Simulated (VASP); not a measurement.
# TiTc (Pm-3m) in VASP: notebook

The runs below take TiTc through single point, with LDA.

Program: VASP 6.6.1. These are calculated values, not measurements. Logs are shortened: lines on timing, memory, paths and dates and some standing lists are left out, and cuts for length are marked.

## 1. The cell of the first run

The structure is cubic, space group Pm-3m (No. 221). Conventional cell: a = 3.110 Å, b = 3.110 Å, c = 3.110 Å, α = 90.00°, β = 90.00°, γ = 90.00°. Ti (site symmetry m-3m) has 8 Tc at 2.69 Å and 6 Ti at 3.11 Å within 3.6 Å. Within 3.6 Å of Tc (site symmetry m-3m) lie 8 Ti at 2.69 Å and 6 Tc at 3.11 Å.

## 2. Single point, LDA

INCAR reads:

```
SYSTEM = TiTc
ALGO = Normal ; EDIFF = 1E-6
ENCUT = 500 ; GGA = CA
GGA_COMPAT = .FALSE. ; ISIF = 2
ISMEAR = 1 ; LASPH = .TRUE.
LCHARG = .FALSE. ; LREAL = .FALSE.
LWAVE = .FALSE. ; NBANDS = 20
NELM = 120 ; PREC = Accurate
SIGMA = 0.25
```

KPOINTS reads:

```
k-points
0
G
  7 7 7
  0 0 0
```

POSCAR reads:

```
TiTc
1.0
    3.1100000000      0.0000000000      0.0000000000
    0.0000000000      3.1100000000      0.0000000000
    0.0000000000      0.0000000000      3.1100000000
Ti Tc
1 1
Direct
    0.5000000000      0.5000000000      0.5000000000
    0.0000000000      0.0000000000      0.0000000000
```

Potentials or basis: VASP PAW LDA potentials, release 64 (Ti_sv, Tc_pv).

Run with:

```console
$ cat potpaw_LDA.64/Ti_sv/POTCAR potpaw_LDA.64/Tc_pv/POTCAR > POTCAR
$ mpirun -np 1 vasp_std > vasp.out
```

OUTCAR:

```text
SYSTEM = TiTc
   EDIFF = 1E-6
   ENCUT = 500
   GGA = CA
   ISIF = 2
   ISMEAR = 1
   LASPH = .TRUE.
   LREAL = .FALSE.
   NELM = 120
   PREC = Accurate

 ion  position               nearest neighbor table
   1  0.500  0.500  0.500-   2 2.69   2 2.69   2 2.69   2 2.69   2 2.69   2 2.69   2 2.69   2 2.69

   2  0.000  0.000  0.000-   1 2.69   1 2.69   1 2.69   1 2.69   1 2.69   1 2.69   1 2.69   1 2.69

  LATTYP: Found a simple cubic cell.
 ALAT       =     3.1100000000

  Lattice vectors:

 A1 = (   3.1100000000,   0.0000000000,   0.0000000000)
 A2 = (   0.0000000000,   3.1100000000,   0.0000000000)
 A3 = (   0.0000000000,   0.0000000000,   3.1100000000)

Analysis of symmetry for initial positions (statically):
=====================================================================
 Subroutine PRICEL returns:
 Original cell was already a primitive cell.

 Routine SETGRP: Setting up the symmetry group for a
 simple cubic supercell.

 Subroutine GETGRP returns: Found 48 space group operations
 (whereof 48 operations were pure point group operations)
 out of a pool of 48 trial point group operations.

The static configuration has the point symmetry O_h .

Analysis of symmetry for dynamics (positions and initial velocities):
=====================================================================
 Subroutine PRICEL returns:
 Original cell was already a primitive cell.

 Routine SETGRP: Setting up the symmetry group for a
 simple cubic supercell.

 Subroutine GETGRP returns: Found 48 space group operations
 (whereof 48 operations were pure point group operations)
 out of a pool of 48 trial point group operations.

The dynamic configuration has the point symmetry O_h .

 Subroutine INISYM returns: Found 48 space group operations
 (whereof 48 operations are pure point group operations),
 and found     1 'primitive' translations

----------------------------------------------------------------------------------------

                                     Primitive cell

  volume of cell :      30.0802

  direct lattice vectors                    reciprocal lattice vectors
     3.110000000  0.000000000  0.000000000     0.321543408  0.000000000  0.000000000
     0.000000000  3.110000000  0.000000000     0.000000000  0.321543408  0.000000000
     0.000000000  0.000000000  3.110000000     0.000000000  0.000000000  0.321543408

  length of vectors
     3.110000000  3.110000000  3.110000000     0.321543408  0.321543408  0.321543408

  position of ions in fractional coordinates (direct lattice)
     0.500000000  0.500000000  0.500000000
     0.000000000  0.000000000  0.000000000

  ion indices of the primitive-cell ions
   primitive index   ion index
                 1           1
                 2           2

----------------------------------------------------------------------------------------

 KPOINTS: k-points

Automatic generation of k-mesh.
 Grid dimensions read from file:
 generate k-points for:    7    7    7

 Generating k-lattice:

  Cartesian coordinates                     Fractional coordinates (reciprocal lattice)
     0.045934773  0.000000000  0.000000000     0.142857143  0.000000000  0.000000000
     0.000000000  0.045934773  0.000000000     0.000000000  0.142857143  0.000000000
     0.000000000  0.000000000  0.045934773     0.000000000  0.000000000  0.142857143

  Length of vectors
     0.045934773  0.045934773  0.045934773

  Shift w.r.t. Gamma in fractional coordinates (k-lattice)
     0.000000000  0.000000000  0.000000000

 Subroutine IBZKPT returns following result:
 ===========================================

 Found     20 irreducible k-points:

 Following reciprocal coordinates:
            Coordinates               Weight
  0.000000  0.000000  0.000000      1.000000
  0.142857  0.000000  0.000000      6.000000
  0.285714  0.000000  0.000000      6.000000
  0.428571  0.000000  0.000000      6.000000
  0.142857  0.142857  0.000000     12.000000
  0.285714  0.142857  0.000000     24.000000
[... 12 lines left out ...]
  0.428571  0.428571  0.285714     24.000000
  0.428571  0.428571  0.428571      8.000000
   k-points           NKPTS =     20   k-points in BZ     NKDIM =     20   number of bands    NBANDS=     20
   number of dos      NEDOS =    301   number of ions     NIONS =      2
   total plane-waves  NPLWV =  13824
   dimension x,y,z NGX =    24 NGY =   24 NGZ =   24
   dimension x,y,z NGXF=    48 NGYF=   48 NGZF=   48
   ions per type =               1   1
   NGX,Y,Z   is equivalent  to a cutoff of  12.83, 12.83, 12.83 a.u.
   NGXF,Y,Z  is equivalent  to a cutoff of  25.66, 25.66, 25.66 a.u.
 SYSTEM =  TiTc
   PREC   = accura    normal or accurate (medium, high low for compatibility)
   ISTART =      0    job   : 0-new  1-cont  2-samecut
   ICHARG =      2    charge: 1-file 2-atom 10-const
   ISPIN  =      1    spin polarized calculation?
   LNONCOLLINEAR =      F non collinear calculations
   LSORBIT =      F    spin-orbit coupling
   LASPH  =      T    aspherical Exc in radial PAW
   ENCUT  =  500.0 eV  36.75 Ry    6.06 a.u.   5.67  5.67  5.67*2*pi/ulx,y,z
   NELM   =    120;   NELMIN=  2; NELMDL= -5     # of ELM steps
   EDIFF  = 0.1E-05   stopping-criterion for ELM
   LREAL  =      F    real-space projection
   EDIFFG = 0.1E-04   stopping-criterion for IOM
   NSW    =      0    number of steps for IOM
   IBRION =     -1    ionic relax: 0-MD 1-quasi-New 2-CG
   NFREE  =      0    steps in history (QN), initial steepest desc. (CG)
   ISIF   =      2    stress and relaxation
   ISYM   =      2    0-nonsym 1-usesym 2-fastsym
   POTIM  = 0.5000    time-step for ionic-motion
   TEBEG  =    0.0;   TEEND  =   0.0 temperature during run
   PSTRESS=    0.0 pullay stress
   NELECT =      25.0000    total number of electrons
   NUPDOWN=      -1.0000    fix difference up-down
   EMIN   =  10.00;   EMAX   =-10.00  energy-range for DOS
   EFERMI =   0.00;   METHOD = LEGACY
   ISMEAR =     1;   SIGMA  =   0.25  broadening in eV -4-tet -1-fermi 0-gaus
   EFERMI_NEDOS =   21; number of points for ismear=-14 and -15
   IALGO  =     38    algorithm
   IMIX   =      4    mixing-type and parameters
     AMIX     =   0.40;   BMIX     =  1.00
     AMIX_MAG =   1.60;   BMIX_MAG =  1.00
  volume/ion in A,a.u.               =      15.04       101.50
  Fermi-wavevector in a.u.,A,eV,Ry     =   1.539198  2.908662 32.233970  2.369130
  Thomas-Fermi vector in A             =   2.645460
   LORBIT       =      0    0 simple, 1 ext, 2 COOP (PROOUT), +10 PAW based schemes
   GGA     = CA    functional components
   LHFCALC =     F    Hartree Fock is set to
   AEXX    =    0.0000 exact exchange contribution
   IVDW    =     0    specifies the selected vdW correction
   LEPSILON=     F    determine dielectric tensor
   LRPA    =     F    only Hartree local field effects (RPA)
 non-spin polarized calculation
 Methfessel and Paxton  Order N= 1 SIGMA  =   0.25
  energy-cutoff  :      500.00
  volume of cell :       30.08
 maximum number of plane-waves:       776
 NGX is ok and might be reduce to    24
   NGX = 11   NGY = 11   NGZ = 11

 number of electron      24.9999995 magnetization

 Free energy of the ion-electron system (eV)
  ---------------------------------------------------
  ext. energy  EPLUGINS =         0.00000000
  ---------------------------------------------------
  free energy    TOTEN  =       -21.21085564 eV

  energy without entropy =      -21.20919654  energy(sigma->0) =      -21.21030261

 E-fermi :  10.2521     XC(G=0): -13.1197

 val. band max:       10.2121104483   @ k =   0.1429   0.0000   0.0000
 cond. band min:      10.3241996503   @ k =   0.4286   0.0000   0.0000
 fundamental gap:      0.1120892020
 Fermi energy:        10.2520655169

 k-point     1 :       0.0000    0.0000    0.0000
  band No.  band energies     occupation
      1     -45.2952      2.00000
      2     -27.6204      2.00000
      3     -27.6204      2.00000
      4     -27.6204      2.00000
      5     -21.8146      2.00000
      6     -21.8146      2.00000
[... 12 lines left out ...]
     19      20.0817      0.00000
     20      20.0817      0.00000

 k-point     2 :       0.1429    0.0000    0.0000
  band No.  band energies     occupation
      1     -45.2921      2.00000
      2     -27.6536      2.00000
      3     -27.6139      2.00000
      4     -27.6139      2.00000
      5     -21.8612      2.00000
      6     -21.8176      2.00000
[... 12 lines left out ...]
     19      18.8108      0.00000
     20      21.2830      0.00000

 k-point     3 :       0.2857    0.0000    0.0000
  band No.  band energies     occupation
      1     -45.2852      2.00000
      2     -27.7274      2.00000
      3     -27.5993      2.00000
      4     -27.5993      2.00000
      5     -21.9646      2.00000
      6     -21.8246      2.00000
[... 12 lines left out ...]
     19      16.4881      0.00000
     20      23.8393      0.00000

 k-point     4 :       0.4286    0.0000    0.0000
  band No.  band energies     occupation
      1     -45.2797      2.00000
      2     -27.7860      2.00000
      3     -27.5876      2.00000
      4     -27.5876      2.00000
      5     -22.0464      2.00000
      6     -21.8303      2.00000
[... 12 lines left out ...]
     19      14.7747     -0.00000
     20      26.6484      0.00000

 k-point     5 :       0.1429    0.1429    0.0000
  band No.  band energies     occupation
      1     -45.2889      2.00000
      2     -27.6580      2.00000
      3     -27.6406      2.00000
      4     -27.6080      2.00000
      5     -21.8760      2.00000
      6     -21.8445      2.00000
[... 12 lines left out ...]
     19      19.3473      0.00000
     20      20.3992      0.00000
[... 261 lines left out ...]
      6     -21.9311      2.00000
[... 12 lines left out ...]
     19      20.2326      0.00000
     20      20.2326      0.00000

 k-point    18 :       0.4286    0.2857    0.2857
  band No.  band energies     occupation
      1     -45.2534      2.00000
      2     -27.7849      2.00000
      3     -27.7141      2.00000
      4     -27.6973      2.00000
      5     -21.9897      2.00000
      6     -21.9433      2.00000
[... 12 lines left out ...]
     19      17.9248      0.00000
     20      21.7411      0.00000

 k-point    19 :       0.4286    0.4286    0.2857
  band No.  band energies     occupation
      1     -45.2463      2.00000
      2     -27.7771      2.00000
      3     -27.7766      2.00000
      4     -27.6916      2.00000
      5     -21.9899      2.00000
      6     -21.9888      2.00000
[... 12 lines left out ...]
     19      18.4097      0.00000
     20      20.5611      0.00000

 k-point    20 :       0.4286    0.4286    0.4286
  band No.  band energies     occupation
      1     -45.2394      2.00000
      2     -27.7627      2.00000
      3     -27.7577      2.00000
      4     -27.7577      2.00000
      5     -22.0054      2.00000
      6     -22.0054      2.00000
[... 12 lines left out ...]
     19      20.4813      0.00000
     20      20.8094      0.00000

------------------------ aborting loop because EDIFF is reached ----------------------------------------

  FORCE on cell =-STRESS in cart. coord.  units (eV):
  Direction    XX          YY          ZZ          XY          YZ          ZX
  --------------------------------------------------------------------------------------
  -------------------------------------------------------------------------------------
  Total       -2.5359446     -2.5359446     -2.5359446      0.0000000     -0.0000000      0.0000000
  in kB     -135.0731980   -135.0731980   -135.0731980      0.0000000     -0.0000000      0.0000000
  external PRESSURE =    -135.0731980 kB  Pullay stress =       0.0000000 kB

 VOLUME and BASIS-vectors are now :
 -----------------------------------------------------------------------------
  energy-cutoff  :      500.00
  volume of cell :       30.08
      direct lattice vectors                 reciprocal lattice vectors
     3.110000000  0.000000000  0.000000000     0.321543408  0.000000000  0.000000000
     0.000000000  3.110000000  0.000000000     0.000000000  0.321543408  0.000000000
     0.000000000  0.000000000  3.110000000     0.000000000  0.000000000  0.321543408

 POSITION                                       TOTAL-FORCE (eV/Angst)
 -----------------------------------------------------------------------------------
      1.55500      1.55500      1.55500         0.000000      0.000000      0.000000
      0.00000      0.00000      0.00000         0.000000      0.000000      0.000000
 -----------------------------------------------------------------------------------
    total drift:                                0.000000      0.000000     -0.000000

  FREE ENERGIE OF THE ION-ELECTRON SYSTEM (eV)
  ---------------------------------------------------
  free  energy   TOTEN  =       -21.2108556395 eV

  energy  without entropy=      -21.2091965409  energy(sigma->0) =      -21.21030261
```

Wall time 15 s (1 thread of AMD EPYC 7R43 (Zen 3), shared host); peak memory 0.1 GiB.

Results:

* Free energy: -21.2109 eV
* Pressure: -13.5 GPa
* Band gap on the k mesh: zero (an odd number of electrons rules out a gap without spin polarisation)

Levels at points of the mesh, in eV from the Fermi level:
```csv
k point,band 11,band 12,band 13,band 14,band 15,band 16
"(0.00, 0.00, 0.00)",-0.19,-0.19,-0.19,2.56,2.56,4.28
```

Caveat: the cell stands under tension.

## 3. Single point, LDA

INCAR reads:

```
SYSTEM = TiTc
  PREC = Accurate
  ENCUT = 500
  EDIFF = 1E-6
  ISMEAR = 1
  SIGMA = 0.15
  LREAL = .False.
  LASPH = .True.
  NELM = 120
  ALGO = Normal
  ISIF = 2
  LWAVE = .False.
  LCHARG = .False.
  GGA = CA
  NBANDS = 20
  GGA_COMPAT = .False.
```

KPOINTS reads:

```
regular mesh
0
Gamma
  7 7 7
  0 0 0
```

POSCAR is that of step 2.

Potentials or basis: VASP PAW LDA potentials, release 64 (Ti_sv, Tc_pv).

Run with:

```console
$ cat potpaw_LDA.64/Ti_sv/POTCAR potpaw_LDA.64/Tc_pv/POTCAR > POTCAR
$ mpirun -np 1 vasp_std > vasp.out
```

Wall time 13 s (1 thread of AMD EPYC 7R43 (Zen 3), shared host); peak memory 0.09 GiB.

It converged, with:

| Quantity | Value |
| --- | --- |
| Free energy | -21.2099 eV |
| Pressure | -13.5 GPa |
| Band gap on the k mesh | zero (an odd number of electrons rules out a gap without spin polarisation) |

Levels at points of the mesh, in eV from the Fermi level:
```csv
k point,band 9,band 10,band 11,band 12,band 13,band 14,band 15,band 16,band 17,band 18
"(0.00, 0.00, 0.00)",-3.87,-3.87,-0.17,-0.17,-0.17,2.58,2.58,4.30,4.30,4.30
```

Caveat: the cell stands under tension.

## 4. Single point, LDA

INCAR reads:

```
SYSTEM = TiTc
  PREC = Accurate
  ENCUT = 500
  EDIFF = 1E-6
  ISMEAR = 1
  SIGMA = 0.1
  LREAL = .FALSE.
  LASPH = .TRUE.
  NELM = 120
  ALGO = Normal
  ISIF = 2
  LWAVE = .FALSE.
  LCHARG = .TRUE.
  LELF = .TRUE.
  LVHAR = .TRUE.
  NBANDS = 20
  GGA_COMPAT = .FALSE.
```

KPOINTS reads:

```
regular mesh
0
G
  7 7 7
  0 0 0
```

POSCAR is that of step 3.

Run with:

```console
$ cat potpaw_LDA.64/Ti_sv/POTCAR potpaw_LDA.64/Tc_pv/POTCAR > POTCAR
$ mpirun -np 1 vasp_std > vasp.out
```

Run time: 15 s. Hardware: 1 thread of AMD EPYC 7R43 (Zen 3), shared host; peak memory 0.1 GiB.

The run converged. Its results:

| Quantity | Value |
| --- | --- |
| Free energy | -21.2090 eV |
| Pressure | -13.4 GPa |
| Band gap on the k mesh | zero (an odd number of electrons rules out a gap without spin polarisation) |

Levels at points of the mesh, in eV from the Fermi level:
| k point | band 11 | band 12 | band 13 | band 14 | band 15 | band 16 |
| --- | --- | --- | --- | --- | --- | --- |
| (0.00, 0.00, 0.00) | -0.15 | -0.15 | -0.15 | 2.59 | 2.59 | 4.32 |

Caveat: the cell stands under tension.

## 5. The runs side by side

| smearing | gap on the mesh (eV) | pressure (GPa) |
| --- | --- | --- |
| methfessel-paxton 0.25 eV | none | -13.5 |
| methfessel-paxton 0.15 eV | none | -13.5 |
| methfessel-paxton 0.1 eV | none | -13.4 |

Alike in all rows: task single point; level LDA; potentials or basis VASP PAW LDA potentials, release 64 (Ti_sv, Tc_pv); no spin polarisation; cell as given; k mesh 7 × 7 × 7; cutoff (eV) 500.

Caveats: the cell stands under tension.

Total energies depend on the potentials used, so only differences within one code and one set of settings carry meaning.
